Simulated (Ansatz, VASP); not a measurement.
HfCl7: VASP beside Ansatz

```
CELL_PARAMETERS angstrom
0.00000 4.82679 4.82679
4.82679 0.00000 4.82679
4.82679 4.82679 0.00000
ATOMIC_POSITIONS crystal
Hf 0.00000 0.00000 0.00000
Cl 0.50000 0.50000 0.50000
Cl 0.00000 0.00000 0.50000
Cl 0.50000 0.00000 0.50000
Cl 0.00000 0.50000 0.50000
Cl 0.50000 0.50000 0.00000
Cl 0.00000 0.50000 0.00000
Cl 0.50000 0.00000 0.00000
```

Change from the starting cell: species swapped into the LiPd7 type (Fm-3m, No. 225).

Alike in both runs: task relaxation of cell and atoms; functional PBE; k mesh 4 × 4 × 4; occupations gaussian, width 0.1 eV; no spin polarisation.

```csv
,VASP,Ansatz
version,VASP 6.6.1,Ansatz 0.2.0
potentials or method,"VASP PAW PBE potentials, release 64 (Hf_pv, Cl), cutoff 600 eV","scalar-relativistic, plane waves, PAW"
valence electrons in the cell,59,75
```

VASP gave:

| Item | Value |
| --- | --- |
| gap on the k mesh at the Fermi level, each at its own relaxed structure (eV) | none |
| relaxed volume (Å³/atom) | 19.55 |
| relaxed length of the cell vector where the two differ most in proportion (Å) | 6.047 |

Problem. Estimate Ansatz's values.

Solution. gap on the k mesh at the Fermi level, each at its own relaxed structure (eV): none; relaxed volume (Å³/atom): 19.70; relaxed length of the cell vector where the two differ most in proportion (Å): 6.063.

A gap of «none» marks a metal or a gap that the smearing closes. VASP's potentials hold 59 valence electrons a cell and Ansatz's 75, so a difference there can come from the potentials and not from the codes.

Neither program's run includes spin-orbit coupling. Noted on VASP's run: the volume moved by over 15 % at a fixed basis, so the end points are rough.
